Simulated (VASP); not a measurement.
Wanted: the native input for a VASP 6.6.1 run.

* Task: equation of state
* Functional: PBE
* Potentials or basis: VASP PAW PBE potentials, release 64 (Ba_sv_GW, F_GW)
* Cutoff: 780 eV
* k mesh: 6 × 6 × 6
* Occupations: gaussian, width 0.03 eV
* Spin: no spin polarisation
* Tolerance level: standard
* Purpose: choice of potentials
* Eos scales: [0.91, 0.94, 0.97, 1.0, 1.03, 1.06, 1.09]
* Further INCAR settings: ALGO = Normal; EDIFF = 1e-07; NSW = 0

The structure of BaF2 lies in POSCAR.step2:

```
BaF2
1.0
    0.0000000000      3.0367659163      3.0367659163
    3.0367659163      0.0000000000      3.0367659163
    3.0367659163      3.0367659163      0.0000000000
Ba F
1 2
Direct
    0.0000000000      0.0000000000      0.0000000000
    0.7500000000      0.7500000000      0.7500000000
    0.2500000000      0.2500000000      0.2500000000
```

The structure of BaF2 lies in POSCAR.step3:

```
BaF2
1.0
    0.0000000000      3.0687342226      3.0687342226
    3.0687342226      0.0000000000      3.0687342226
    3.0687342226      3.0687342226      0.0000000000
Ba F
1 2
Direct
    0.0000000000      0.0000000000      0.0000000000
    0.7500000000      0.7500000000      0.7500000000
    0.2500000000      0.2500000000      0.2500000000
```

The structure of BaF2 lies in POSCAR.step4:

```
BaF2
1.0
    0.0000000000      3.1000500000      3.1000500000
    3.1000500000      0.0000000000      3.1000500000
    3.1000500000      3.1000500000      0.0000000000
Ba F
1 2
Direct
    0.0000000000      0.0000000000      0.0000000000
    0.7500000000      0.7500000000      0.7500000000
    0.2500000000      0.2500000000      0.2500000000
```

The structure of BaF2 lies in POSCAR.step5:

```
BaF2
1.0
    0.0000000000      3.1307455606      3.1307455606
    3.1307455606      0.0000000000      3.1307455606
    3.1307455606      3.1307455606      0.0000000000
Ba F
1 2
Direct
    0.0000000000      0.0000000000      0.0000000000
    0.7500000000      0.7500000000      0.7500000000
    0.2500000000      0.2500000000      0.2500000000
```

The structure of BaF2 lies in POSCAR.step6:

```
BaF2
1.0
    0.0000000000      3.1608507301      3.1608507301
    3.1608507301      0.0000000000      3.1608507301
    3.1608507301      3.1608507301      0.0000000000
Ba F
1 2
Direct
    0.0000000000      0.0000000000      0.0000000000
    0.7500000000      0.7500000000      0.7500000000
    0.2500000000      0.2500000000      0.2500000000
```

The structure of BaF2 lies in POSCAR.step7:

```
BaF2
1.0
    0.0000000000      3.1903931035      3.1903931035
    3.1903931035      0.0000000000      3.1903931035
    3.1903931035      3.1903931035      0.0000000000
Ba F
1 2
Direct
    0.0000000000      0.0000000000      0.0000000000
    0.7500000000      0.7500000000      0.7500000000
    0.2500000000      0.2500000000      0.2500000000
```

These files were run (other wordings do the same):

POSCAR.step1

```
BaF2
1.0
    0.0000000000      3.0041099885      3.0041099885
    3.0041099885      0.0000000000      3.0041099885
    3.0041099885      3.0041099885      0.0000000000
Ba F
1 2
Direct
    0.0000000000      0.0000000000      0.0000000000
    0.7500000000      0.7500000000      0.7500000000
    0.2500000000      0.2500000000      0.2500000000
```

INCAR

```
SYSTEM = BaF2
GGA = PE ; ISMEAR = 0
SIGMA = 0.03 ; LWAVE = .FALSE.
LCHARG = .FALSE. ; ISIF = 2
NSW = 0 ; ENCUT = 780
PREC = Accurate ; LASPH = .TRUE.
LREAL = .FALSE. ; ALGO = Normal
EDIFF = 1E-7 ; NELM = 120
GGA_COMPAT = .FALSE. ; EFERMI = MIDGAP
```

KPOINTS

```
k-points
0
Gamma
  6 6 6
```

Potentials or basis: VASP PAW PBE potentials, release 64 (Ba_sv_GW, F_GW).

The run is started by

```bash
$ cat potpaw_PBE.64/Ba_sv_GW/POTCAR potpaw_PBE.64/F_GW/POTCAR > POTCAR
$ cp POSCAR.step1 POSCAR
$ mpirun -np 1 vasp_std > vasp.out
$ cp POSCAR.step2 POSCAR
$ mpirun -np 1 vasp_std > vasp.out
$ cp POSCAR.step3 POSCAR
$ mpirun -np 1 vasp_std > vasp.out
$ cp POSCAR.step4 POSCAR
$ mpirun -np 1 vasp_std > vasp.out
$ cp POSCAR.step5 POSCAR
$ mpirun -np 1 vasp_std > vasp.out
$ cp POSCAR.step6 POSCAR
$ mpirun -np 1 vasp_std > vasp.out
$ cp POSCAR.step7 POSCAR
$ mpirun -np 1 vasp_std > vasp.out
```

Results of the run:

```yaml
Equilibrium_volume: 20.32 Å³/atom
Bulk_modulus: 54 GPa
Pressure_derivative_of_the_bulk_modulus: 4.8
```

Caveat: spin-orbit coupling is left out, which moves the levels of the heavy elements.

Run time: 4.2 min on 1 thread of Intel(R) Xeon(R) Platinum 8259CL CPU @ 2.50GHz (Skylake/Cascade Lake), on a shared host, peak memory 0.27 GiB.
